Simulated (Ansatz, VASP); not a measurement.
BN: VASP beside Ansatz

The input INCAR:

```
PREC = Accurate ; ENCUT = 520
EDIFF = 1E-6 ; ISMEAR = 0
SIGMA = 0.05 ; LREAL = F
LASPH = T ; NELM = 100
ALGO = Normal ; ISIF = 2
LWAVE = F ; LCHARG = F
GGA = PE ; IVDW = 12
NBANDS = 11
```

KPOINTS

```
regular mesh
0
Gamma
  12 12 12
```

The input POSCAR:

```
BN
1.0
    0.0000000000      3.6001753049      2.1660912400
    1.2891810630      0.0000000000      2.1660912400
    1.2891810630      3.6001753049      0.0000000000
B N
1 1
Direct
    0.0000486500      0.0000486500      0.9999513500
    0.6666513400      0.6666513400      0.3333486600
```

Input for Ansatz:

```yaml
crystal:
  lattice:
    - [0.0, 3.6001753049, 2.16609124]
    - [1.289181063, 0.0, 2.16609124]
    - [1.289181063, 3.6001753049, 0.0]
  atoms:
    - { symbol: B, position: [4.865e-05, 4.865e-05, 0.99995135] }
    - { symbol: "N", position: [0.66665134, 0.66665134, 0.33334866] }
basis:
  ecutwfc: 420
kpoints:
  mp_grid: { grid: [12, 12, 12] }
hamiltonian:
  xc: pbe
  dispersion: d3bj
scf:
  occupations: { method: gaussian, width: 0.05 }
output:
  forces: true
  stress: true
  eigenvalues: true
```

Change from the starting cell: strain +0.030 along x and y, +0.000 along z, atoms carried along.

Alike in both runs: task single point; functional PBE; dispersion D3(BJ); k mesh 12 × 12 × 12; occupations gaussian, width 0.05 eV; no spin polarisation.

```csv
,VASP,Ansatz
version,VASP 6.6.1,Ansatz 0.2.0
potentials or method,"VASP PAW PBE potentials, release 64 (B, N), cutoff 520 eV","scalar-relativistic, plane waves, PAW"
valence electrons in the cell,8,8
```

Ansatz gave:

- gap on the k mesh at the Fermi level (eV): 3.99
- least direct gap on the mesh (eV): 4.44
- pressure (GPa): -8.4
- traceless stress, the component that is largest in VASP (GPa): -13.06
- rms of the force components (eV/Å): 0.177

Q: Estimate VASP's values.

A: gap on the k mesh at the Fermi level (eV): 3.98; least direct gap on the mesh (eV): 4.44; pressure (GPa): -8.3; traceless stress, the component that is largest in VASP (GPa): -13.00; rms of the force components (eV/Å): 0.178.

Atom by atom the forces differ by 0.001 eV/Å (rms over components).
